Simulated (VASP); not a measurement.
# SrO (lda) (Fm-3m) in VASP: a series of runs, part 2 of 2

VASP 6.6.1. Earlier steps stand in the parts before.

## Step 4: Single point, LDA

The input, INCAR:

```
SYSTEM = SrO
PREC = Accurate
ENCUT = 600
EDIFF = 1E-6
ISMEAR = 0
SIGMA = 0.01
LREAL = .False.
LASPH = .True.
NELM = 120
ALGO = Normal
ISIF = 2
LWAVE = .False.
LCHARG = .False.
NBANDS = 15
GGA_COMPAT = .False.
```

The input, KPOINTS:

```
regular mesh
0
Gamma
  8 8 8
  0 0 0
```

The input, POSCAR:

```
SrO
1.0
    0.0000000000      2.5070206759      2.5070206759
    2.5070206759      0.0000000000      2.5070206759
    2.5070206759      2.5070206759      0.0000000000
Sr O
1 1
Direct
    0.0000000000      0.0000000000      0.0000000000
    0.5000000000      0.5000000000      0.5000000000
```

Command:

```
cat potpaw_LDA.64/Sr_sv/POTCAR potpaw_LDA.64/O/POTCAR > POTCAR
mpirun -np 1 vasp_std > vasp.out
```

It took 11 s on 1 thread of Intel Xeon 6975P-C, shared host; peak memory 0.15 GiB.

The run converged. Its results:

```
Free energy            : -13.3731 eV
Pressure               : 4.2 GPa
Band gap on the k mesh : 3.03 eV, indirect (least direct gap 3.05 eV)
```

Levels at points of the mesh, in eV from the valence-band top:
```tsv
k point	band 4	band 5	band 6	band 7	band 8	band 9	band 10	band 11	band 12	band 13
(0.00, 0.00, 0.00)	-13.48	-13.48	0.00	0.00	0.00	4.36	6.26	6.26	6.26	8.66
(0.50, 0.00, 0.00)	-13.58	-12.14	-2.40	-1.32	-1.32	6.77	8.88	9.24	9.24	12.70
(0.50, 0.50, 0.00)	-13.96	-13.96	-0.27	-0.02	-0.02	3.03	8.36	10.69	10.86	11.77
```

A k mesh can miss the band edges. As with any semilocal functional, this LDA gap is likely too small.

## Step 5: Relaxation of the atoms, LDA (strained cell)

The input, INCAR:

```
PREC = Accurate
ENCUT = 520
EDIFF = 1E-7
ISMEAR = 0
SIGMA = 0.02
LREAL = F
LASPH = T
NELM = 120
ALGO = Normal
ISIF = 2
LWAVE = F
LCHARG = F
IBRION = 2
NSW = 60
EDIFFG = -0.002
GGA_COMPAT = F
NELMIN = 4
```

The input, KPOINTS:

```
Automatic mesh
0
Gamma
  8 8 8
```

POSCAR is that of step 4.

Potentials or basis: VASP PAW LDA potentials, release 64 (Sr_sv, O).

Command:

```
cat potpaw_LDA.64/Sr_sv/POTCAR potpaw_LDA.64/O/POTCAR > POTCAR
mpirun -np 1 vasp_std > vasp.out
```

OUTCAR:

```text
PREC = Accurate
   ENCUT = 520
   EDIFF = 1E-7
   ISMEAR = 0
   LREAL = F
   LASPH = T
   NELM = 120
   ISIF = 2
   IBRION = 2
   NSW = 60
   EDIFFG = -0.002
   NELMIN = 4

 ion  position               nearest neighbor table
   1  0.000  0.000  0.000-   2 2.51   2 2.51   2 2.51   2 2.51   2 2.51   2 2.51
   2  0.500  0.500  0.500-   1 2.51   1 2.51   1 2.51   1 2.51   1 2.51   1 2.51

  LATTYP: Found a face centered cubic cell.
 ALAT       =     5.0140413518

  Lattice vectors:

 A1 = (   0.0000000000,   2.5070206759,   2.5070206759)
[... 542 lines left out ...]
     10       8.6259      0.00000
     11      11.6480      0.00000
     12      11.6674      0.00000

 [... further k-points ...]
[... 5 lines left out ...]
  --------------------------------------------------------------------------------------
  -------------------------------------------------------------------------------------
  Total        0.8490575      0.8490575      0.8490575     -0.0000000     -0.0000000      0.0000000
  in kB       43.1662133     43.1662133     43.1662133     -0.0000000     -0.0000000      0.0000000
  external PRESSURE =      43.1662133 kB  Pullay stress =       0.0000000 kB

 VOLUME and BASIS-vectors are now :
 -----------------------------------------------------------------------------
  energy-cutoff  :      520.00
  volume of cell :       31.51
      direct lattice vectors                 reciprocal lattice vectors
     0.000000000  2.507020676  2.507020676    -0.199439919  0.199439919  0.199439919
     2.507020676  0.000000000  2.507020676     0.199439919 -0.199439919  0.199439919
     2.507020676  2.507020676  0.000000000     0.199439919  0.199439919 -0.199439919

 POSITION                                       TOTAL-FORCE (eV/Angst)
 -----------------------------------------------------------------------------------
      0.00000      0.00000      0.00000         0.000000     -0.000000      0.000000
      2.50702      2.50702      2.50702        -0.000000      0.000000     -0.000000
 -----------------------------------------------------------------------------------
    total drift:                                0.000000      0.000000      0.000000

  FREE ENERGIE OF THE ION-ELECTRON SYSTEM (eV)
  ---------------------------------------------------
  free  energy   TOTEN  =       -13.3709258470 eV

  energy  without entropy=      -13.3709258470  energy(sigma->0) =      -13.37092585

 reached required accuracy - stopping structural energy minimisation
```

CONTCAR:

```text
SrO
   1.00000000000000
     0.0000000000000000    2.5070206759000002    2.5070206759000002
     2.5070206759000002    0.0000000000000000    2.5070206759000002
     2.5070206759000002    2.5070206759000002    0.0000000000000000
  Sr              O
     1     1
Direct
     0.0000000000000000    0.0000000000000000    0.0000000000000000
     0.5000000000000000    0.5000000000000000    0.5000000000000000

  0.00000000E+00  0.00000000E+00  0.00000000E+00
  0.00000000E+00  0.00000000E+00  0.00000000E+00
```

It took 7.4 s on 1 thread of Intel Xeon 6975P-C, shared host; peak memory 0.15 GiB.

What came out:

```
Free energy             : -13.3709 eV
Pressure after relaxing : 4.3 GPa
Band gap on the k mesh  : 3.03 eV, indirect (least direct gap 3.05 eV)
```

Final structure:
```cif
data_structure
_symmetry_space_group_name_H-M 'P 1'
_symmetry_Int_Tables_number 1
_cell_length_a 3.5455
_cell_length_b 3.5455
_cell_length_c 3.5455
_cell_angle_alpha 60.000
_cell_angle_beta 60.000
_cell_angle_gamma 60.000
_cell_volume 31.51
loop_
_atom_site_label
_atom_site_type_symbol
_atom_site_fract_x
_atom_site_fract_y
_atom_site_fract_z
_atom_site_occupancy
Sr1 Sr 0.00000 0.00000 0.00000 1
O1 O 0.50000 0.50000 0.50000 1
```

Caveat: the cell differs from its parent crystal (strained cell); the relaxation stopped at its first step, so nothing moved. A k mesh can miss the band edges.

## Step 6: Summary

| task | cell | cutoff (eV) | smearing | gap on the mesh (eV) | pressure (GPa) |
| --- | --- | --- | --- | --- | --- |
| single point | as given | 600 | gaussian 0.02 eV | 3.03 | 4.2 |
| single point | as given | 600 | gaussian 0.01 eV | 3.03 | 4.2 |
| relaxation of the atoms | atoms relaxed | 520 | gaussian 0.02 eV | 3.03 | 4.3 |

Alike in all rows: level LDA; potentials or basis VASP PAW LDA potentials, release 64 (Sr_sv, O); no spin polarisation; k mesh 8 × 8 × 8.

Caveats: the relaxation stopped at its first step, so nothing moved (some runs).

Total energies depend on the potentials used, so only differences within one code and one set of settings carry meaning.
